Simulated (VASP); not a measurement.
# Ca3Ge (P4/mmm) in VASP: further runs

The runs below take Ca3Ge through single point, relaxation of cell and atoms, with PBE.

Everything below comes from runs of VASP 6.6.1. Logs are shortened: lines on timing, memory, paths and dates and some standing lists are left out, and cuts for length are marked.

### 1 The cell of the first run

Symmetry: P4/mmm, No. 123, tetragonal system. Conventional cell: a = 3.692 Å, b = 3.692 Å, c = 9.630 Å, α = 90.00°, β = 90.00°, γ = 90.00°. Within 4.1 Å of Ca (site symmetry 4mm) lie 4 Ge at 3.14 Å and 9 Ca at 3.47 to 4.04 Å. Within 4.8 Å of Ca (site symmetry 4/mmm) lie 12 Ca at 3.69 to 4.04 Å. Within 4.1 Å of Ge (site symmetry 4/mmm) lie 8 Ca at 3.14 Å and 4 Ge at 3.69 Å.

### 2 Single point, PBE

INCAR reads:

```
SYSTEM = Ca3Ge
ALGO = Normal
EDIFF = 1E-6
ENCUT = 520
GGA = PE
ISIF = 2
ISMEAR = 0
LASPH = .TRUE.
LCHARG = .TRUE.
LELF = .TRUE.
LREAL = .FALSE.
LVHAR = .TRUE.
LWAVE = .FALSE.
NBANDS = 30
NELM = 100
PREC = Accurate
SIGMA = 0.1
```

KPOINTS reads:

```
k-points
0
G
  12 12 6
  0 0 0
```

POSCAR reads:

```
Ca3Ge
1.0
    3.6922970612      0.0000000000      0.0000000000
    0.0000000000      3.6922970612      0.0000000000
    0.0000000000      0.0000000000      9.6297455843
Ca Ge
3 1
Direct
    0.0000000000      0.0000000000      0.3196058298
    0.5000000000      0.5000000000      0.0000000000
    0.0000000000      0.0000000000      0.6803941702
    0.5000000000      0.5000000000      0.5000000000
```

Potentials or basis: VASP PAW PBE potentials, release 64 (Ca_sv, Ge_d).

On the command line:

```
$ cat potpaw_PBE.64/Ca_sv/POTCAR potpaw_PBE.64/Ge_d/POTCAR > POTCAR
$ mpirun -np 1 vasp_std > vasp.out
```

OUTCAR:

```text
SYSTEM = Ca3Ge
   EDIFF = 1E-6
   ENCUT = 520
   GGA = PE
   ISIF = 2
   ISMEAR = 0
   LASPH = .TRUE.
   LREAL = .FALSE.
   NELM = 100
   PREC = Accurate

 ion  position               nearest neighbor table
   1  0.000  0.000  0.320-
   2  0.500  0.500  0.000-
   3  0.000  0.000  0.680-
   4  0.500  0.500  0.500-

  LATTYP: Found a simple tetragonal cell.
 ALAT       =     3.6922970612
 C/A-ratio  =     2.6080636050

  Lattice vectors:

 A1 = (   3.6922970612,   0.0000000000,   0.0000000000)
 A2 = (   0.0000000000,   3.6922970612,   0.0000000000)
 A3 = (   0.0000000000,   0.0000000000,   9.6297455843)

Analysis of symmetry for initial positions (statically):
=====================================================================
 Subroutine PRICEL returns:
 Original cell was already a primitive cell.

 Routine SETGRP: Setting up the symmetry group for a
 simple tetragonal supercell.

 Subroutine GETGRP returns: Found 16 space group operations
 (whereof 16 operations were pure point group operations)
 out of a pool of 16 trial point group operations.

The static configuration has the point symmetry D_4h.

Analysis of symmetry for dynamics (positions and initial velocities):
=====================================================================
 Subroutine PRICEL returns:
 Original cell was already a primitive cell.

 Routine SETGRP: Setting up the symmetry group for a
 simple tetragonal supercell.

 Subroutine GETGRP returns: Found 16 space group operations
 (whereof 16 operations were pure point group operations)
 out of a pool of 16 trial point group operations.

The dynamic configuration has the point symmetry D_4h.

 Subroutine INISYM returns: Found 16 space group operations
 (whereof 16 operations are pure point group operations),
 and found     1 'primitive' translations

----------------------------------------------------------------------------------------

                                     Primitive cell

  volume of cell :     131.2829

  direct lattice vectors                    reciprocal lattice vectors
     3.692297061  0.000000000  0.000000000     0.270834113  0.000000000  0.000000000
     0.000000000  3.692297061  0.000000000     0.000000000  0.270834113  0.000000000
     0.000000000  0.000000000  9.629745584     0.000000000  0.000000000  0.103844903

  length of vectors
     3.692297061  3.692297061  9.629745584     0.270834113  0.270834113  0.103844903

  position of ions in fractional coordinates (direct lattice)
     0.000000000  0.000000000  0.319605830
     0.500000000  0.500000000  0.000000000
     0.000000000  0.000000000  0.680394170
     0.500000000  0.500000000  0.500000000

  ion indices of the primitive-cell ions
   primitive index   ion index
                 1           1
                 2           2
                 3           3
                 4           4

----------------------------------------------------------------------------------------

 KPOINTS: k-points

Automatic generation of k-mesh.
 Grid dimensions read from file:
 generate k-points for:   12   12    6

 Generating k-lattice:

  Cartesian coordinates                     Fractional coordinates (reciprocal lattice)
     0.022569509  0.000000000  0.000000000     0.083333333  0.000000000  0.000000000
     0.000000000  0.022569509  0.000000000     0.000000000  0.083333333  0.000000000
     0.000000000  0.000000000  0.017307484     0.000000000  0.000000000  0.166666667

  Length of vectors
     0.022569509  0.022569509  0.017307484

  Shift w.r.t. Gamma in fractional coordinates (k-lattice)
     0.000000000  0.000000000  0.000000000

 Subroutine IBZKPT returns following result:
 ===========================================

 Found    112 irreducible k-points:

 Following reciprocal coordinates:
            Coordinates               Weight
  0.000000  0.000000  0.000000      1.000000
  0.083333  0.000000  0.000000      4.000000
  0.166667  0.000000  0.000000      4.000000
  0.250000  0.000000  0.000000      4.000000
  0.333333  0.000000  0.000000      4.000000
  0.416667  0.000000  0.000000      4.000000
[... 16 lines left out ...]
  0.333333  0.333333  0.000000      4.000000
  0.416667  0.333333  0.000000      8.000000
 [... further k-points ...]
   k-points           NKPTS =    112   k-points in BZ     NKDIM =    112   number of bands    NBANDS=     30
   number of dos      NEDOS =    301   number of ions     NIONS =      4
   total plane-waves  NPLWV =  56448
   dimension x,y,z NGX =    28 NGY =   28 NGZ =   72
   dimension x,y,z NGXF=    56 NGYF=   56 NGZF=  144
   ions per type =               3   1
   NGX,Y,Z   is equivalent  to a cutoff of  12.61, 12.61, 12.43 a.u.
   NGXF,Y,Z  is equivalent  to a cutoff of  25.21, 25.21, 24.86 a.u.
 SYSTEM =  Ca3Ge
   PREC   = accura    normal or accurate (medium, high low for compatibility)
   ISTART =      0    job   : 0-new  1-cont  2-samecut
   ICHARG =      2    charge: 1-file 2-atom 10-const
   ISPIN  =      1    spin polarized calculation?
   LNONCOLLINEAR =      F non collinear calculations
   LSORBIT =      F    spin-orbit coupling
   LASPH  =      T    aspherical Exc in radial PAW
   ENCUT  =  520.0 eV  38.22 Ry    6.18 a.u.   6.87  6.87 17.90*2*pi/ulx,y,z
   NELM   =    100;   NELMIN=  2; NELMDL= -5     # of ELM steps
   EDIFF  = 0.1E-05   stopping-criterion for ELM
   LREAL  =      F    real-space projection
   EDIFFG = 0.1E-04   stopping-criterion for IOM
   NSW    =      0    number of steps for IOM
   IBRION =     -1    ionic relax: 0-MD 1-quasi-New 2-CG
   NFREE  =      0    steps in history (QN), initial steepest desc. (CG)
   ISIF   =      2    stress and relaxation
   ISYM   =      2    0-nonsym 1-usesym 2-fastsym
   POTIM  = 0.5000    time-step for ionic-motion
   TEBEG  =    0.0;   TEEND  =   0.0 temperature during run
   PSTRESS=    0.0 pullay stress
   NELECT =      44.0000    total number of electrons
   NUPDOWN=      -1.0000    fix difference up-down
   EMIN   =  10.00;   EMAX   =-10.00  energy-range for DOS
   EFERMI =   0.00;   METHOD = LEGACY
   ISMEAR =     0;   SIGMA  =   0.10  broadening in eV -4-tet -1-fermi 0-gaus
   EFERMI_NEDOS =   21; number of points for ismear=-14 and -15
   IALGO  =     38    algorithm
   IMIX   =      4    mixing-type and parameters
     AMIX     =   0.40;   BMIX     =  1.00
     AMIX_MAG =   1.60;   BMIX_MAG =  1.00
  volume/ion in A,a.u.               =      32.82       221.49
  Fermi-wavevector in a.u.,A,eV,Ry     =   1.137164  2.148928 17.594259  1.293142
  Thomas-Fermi vector in A             =   2.273869
   LORBIT       =      0    0 simple, 1 ext, 2 COOP (PROOUT), +10 PAW based schemes
   GGA     = PE    functional components
   LHFCALC =     F    Hartree Fock is set to
   AEXX    =    0.0000 exact exchange contribution
   IVDW    =     0    specifies the selected vdW correction
   LEPSILON=     F    determine dielectric tensor
   LRPA    =     F    only Hartree local field effects (RPA)
 non-spin polarized calculation
 Gauss-broadening in eV      SIGMA  =   0.10
  energy-cutoff  :      520.00
  volume of cell :      131.28
 maximum number of plane-waves:      3562
 NGX is ok and might be reduce to    28
   NGX = 13   NGY = 13   NGZ = 35

 number of electron      43.9999988 magnetization

 Free energy of the ion-electron system (eV)
  ---------------------------------------------------
  ext. energy  EPLUGINS =         0.00000000
  ---------------------------------------------------
  free energy    TOTEN  =       -11.46291943 eV

  energy without entropy =      -11.44719349  energy(sigma->0) =      -11.45505646

 E-fermi :   2.8619     XC(G=0):  -8.5239

 val. band max:        2.8435443262   @ k =   0.4167   0.0833   0.5000
 cond. band min:       2.8684947118   @ k =   0.2500   0.0000   0.1667
 fundamental gap:      0.0249503856
 Fermi energy:         2.8619227800

 k-point     1 :       0.0000    0.0000    0.0000
  band No.  band energies     occupation
      1     -39.1983      2.00000
      2     -38.5067      2.00000
      3     -38.4958      2.00000
      4     -21.0987      2.00000
      5     -21.0973      2.00000
      6     -21.0734      2.00000
[... 22 lines left out ...]
     29       5.8780      0.00000
     30       5.8780      0.00000

 k-point     2 :       0.0833    0.0000    0.0000
  band No.  band energies     occupation
      1     -39.1976      2.00000
      2     -38.5060      2.00000
      3     -38.4951      2.00000
      4     -21.0992      2.00000
      5     -21.0967      2.00000
      6     -21.0737      2.00000
[... 22 lines left out ...]
     29       5.7792      0.00000
     30       5.8948      0.00000

 k-point     3 :       0.1667    0.0000    0.0000
  band No.  band energies     occupation
      1     -39.1959      2.00000
      2     -38.5041      2.00000
      3     -38.4933      2.00000
      4     -21.1005      2.00000
      5     -21.0951      2.00000
      6     -21.0743      2.00000
[... 22 lines left out ...]
     29       5.5802      0.00000
     30       5.9355      0.00000

 k-point     4 :       0.2500    0.0000    0.0000
  band No.  band energies     occupation
      1     -39.1935      2.00000
      2     -38.5016      2.00000
      3     -38.4907      2.00000
      4     -21.1023      2.00000
      5     -21.0930      2.00000
      6     -21.0750      2.00000
[... 22 lines left out ...]
     29       5.9793      0.00000
     30       6.0357      0.00000

 k-point     5 :       0.3333    0.0000    0.0000
  band No.  band energies     occupation
      1     -39.1911      2.00000
      2     -38.4990      2.00000
      3     -38.4882      2.00000
      4     -21.1041      2.00000
      5     -21.0909      2.00000
      6     -21.0758      2.00000
[... 22 lines left out ...]
     29       5.8341      0.00000
     30       5.9361      0.00000
[... 526 lines left out ...]
     29       5.3506      0.00000
     30       5.7629      0.00000

 k-point    22 :       0.5000    0.2500    0.0000
  band No.  band energies     occupation
      1     -39.1840      2.00000
      2     -38.4914      2.00000
      3     -38.4808      2.00000
      4     -21.1092      2.00000
      5     -21.0833      2.00000
      6     -21.0783      2.00000
[... 22 lines left out ...]
     29       5.3039      0.00000
     30       5.8223      0.00000

 k-point    23 :       0.3333    0.3333    0.0000
  band No.  band energies     occupation
      1     -39.1841      2.00000
      2     -38.4914      2.00000
      3     -38.4808      2.00000
      4     -21.1092      2.00000
      5     -21.0830      2.00000
      6     -21.0785      2.00000
[... 22 lines left out ...]
     29       5.5502      0.00000
     30       6.0048      0.00000

 k-point    24 :       0.4167    0.3333    0.0000
  band No.  band energies     occupation
      1     -39.1823      2.00000
      2     -38.4895      2.00000
      3     -38.4790      2.00000
      4     -21.1104      2.00000
      5     -21.0812      2.00000
      6     -21.0791      2.00000
[... 22 lines left out ...]
     29       5.7152      0.00000
     30       6.0188      0.00000

 [... further k-points ...]

------------------------ aborting loop because EDIFF is reached ----------------------------------------

  FORCE on cell =-STRESS in cart. coord.  units (eV):
  Direction    XX          YY          ZZ          XY          YZ          ZX
  --------------------------------------------------------------------------------------
  -------------------------------------------------------------------------------------
  Total        0.0394959      0.0394959      0.0457455     -0.0000000     -0.0000000      0.0000000
  in kB        0.4820085      0.4820085      0.5582790     -0.0000000     -0.0000000      0.0000000
  external PRESSURE =       0.5074320 kB  Pullay stress =       0.0000000 kB

 VOLUME and BASIS-vectors are now :
 -----------------------------------------------------------------------------
  energy-cutoff  :      520.00
  volume of cell :      131.28
      direct lattice vectors                 reciprocal lattice vectors
     3.692297061  0.000000000  0.000000000     0.270834113  0.000000000  0.000000000
     0.000000000  3.692297061  0.000000000     0.000000000  0.270834113  0.000000000
     0.000000000  0.000000000  9.629745584     0.000000000  0.000000000  0.103844903

 POSITION                                       TOTAL-FORCE (eV/Angst)
 -----------------------------------------------------------------------------------
      0.00000      0.00000      3.07772         0.000000     -0.000000     -0.002908
      1.84615      1.84615      0.00000         0.000000      0.000000      0.000000
      0.00000      0.00000      6.55202        -0.000000     -0.000000      0.002908
      1.84615      1.84615      4.81487         0.000000      0.000000      0.000000
 -----------------------------------------------------------------------------------
    total drift:                                0.000000      0.000000      0.000000

  FREE ENERGIE OF THE ION-ELECTRON SYSTEM (eV)
  ---------------------------------------------------
  free  energy   TOTEN  =       -11.4629194335 eV

  energy  without entropy=      -11.4471934940  energy(sigma->0) =      -11.45505646
```

Run time: 4 min. Hardware: 1 thread of Intel Xeon 6975P-C (Granite Rapids), shared host; peak memory 0.49 GiB.

Results:

| Item | Value |
| --- | --- |
| Free energy | -11.4629 eV |
| Pressure | 0.1 GPa |
| Band gap on the k mesh | zero (band 22 reaches 3.93 eV, above the bottom of band 23 at 2.49 eV) |

Forces in eV/Å, atoms in the order of the input:
```
Ca   0.000  0.000 -0.003
Ca   0.000  0.000  0.000
Ca   0.000  0.000  0.003
Ge   0.000  0.000  0.000
```

Levels at points of the mesh, in eV from the Fermi level:
```
           k point  band 20  band 21  band 22  band 23  band 24  band 25
(0.00, 0.00, 0.00)    -3.25     0.16     0.35     0.90     1.07     1.07
(0.50, 0.00, 0.00)    -1.15    -1.02    -0.37    -0.31     1.07     1.36
(0.50, 0.50, 0.00)    -2.26    -1.29    -0.17     0.85     0.85     1.20
(0.00, 0.00, 0.50)    -2.05    -1.27     1.07     1.07     1.07     1.19
(0.50, 0.00, 0.50)    -1.51    -0.72    -0.27     0.26     0.36     1.31
(0.50, 0.50, 0.50)    -2.26    -1.38    -0.05     0.85     0.85     1.30
```

(Part 1 of 2 ends here.)
